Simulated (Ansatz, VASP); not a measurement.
**Ta in VASP and in Ansatz**

The input INCAR:

```
PREC = Accurate ; ENCUT = 520
EDIFF = 1E-6 ; ISMEAR = -1
SIGMA = 0.05 ; LREAL = F
LASPH = T ; NELM = 60
ALGO = Normal ; ISIF = 2
LWAVE = F ; LCHARG = F
NBANDS = 36
```

The input KPOINTS:

```
Automatic mesh
0
Gamma
  10 10 1
```

File POSCAR:

```
Ta
1.0
    4.6002256691      0.0000000000      0.0000000000
   -2.3001128346      3.9839122926      0.0000000000
    0.0000000000      0.0000000000     19.7561000000
Ta
5
Direct
    0.8333333333      0.1666666667      0.4169545150
    0.1666666667      0.8333333333      0.4556693267
    0.5000000000      0.5000000000      0.4999999459
    0.8333333333      0.1666666667      0.5443306958
    0.1666666667      0.8333333333      0.5830455166
```

Input for Ansatz:

```yaml
crystal:
  lattice:
    - [4.6002256691, 0.0, 0.0]
    - [-2.3001128346, 3.9839122926, 0.0]
    - [0.0, 0.0, 19.7561]
  atoms:
    - { symbol: Ta, position: [0.8333333333, 0.1666666667, 0.416954515] }
    - { symbol: Ta, position: [0.1666666667, 0.8333333333, 0.4556693267] }
    - { symbol: Ta, position: [0.5, 0.5, 0.4999999459] }
    - { symbol: Ta, position: [0.8333333333, 0.1666666667, 0.5443306958] }
    - { symbol: Ta, position: [0.1666666667, 0.8333333333, 0.5830455166] }
kpoints:
  mp_grid: { grid: [10, 10, 1] }
scf:
  occupations: { method: fermi_dirac, width: 0.05 }
hamiltonian:
  xc: lda
  pseudopotentials: { kind: paw }
output:
  forces: true
  stress: true
  eigenvalues: true
  core_levels:
    shells: { Ta: ["4f"] }
    counted_from: fermi_level
    add_spin: false
```

Alike in both runs: task single point; functional LDA; k mesh 10 × 10 × 1; occupations fermi-dirac, width 0.05 eV; no spin polarisation.

```csv
,VASP,Ansatz
version,VASP 6.6.1,Ansatz 0.2.0
potentials or method,"VASP PAW LDA potentials, release 64 (Ta_pv)","PAW with Ansatz's default frozen-core files, scalar-relativistic"
plane-wave cutoff (eV),520,420
valence electrons in the cell,55,65
```

Ansatz gave:

```
rms of the force components (eV/Å) : 0.002
```

**Question.** What did VASP give for the same quantities?

**Answer.** rms of the force components (eV/Å): 0.036.

LDA's correlation is that of Perdew and Zunger in VASP and of Perdew and Wang (1992) in Ansatz. Atom by atom the forces differ by 0.035 eV/Å (rms over components). VASP's potentials hold 55 valence electrons a cell and Ansatz's 65, so a difference there can come from the potentials and not from the codes. Ansatz's warnings: structure snapped to symmetry.

Spin-orbit coupling is off throughout.
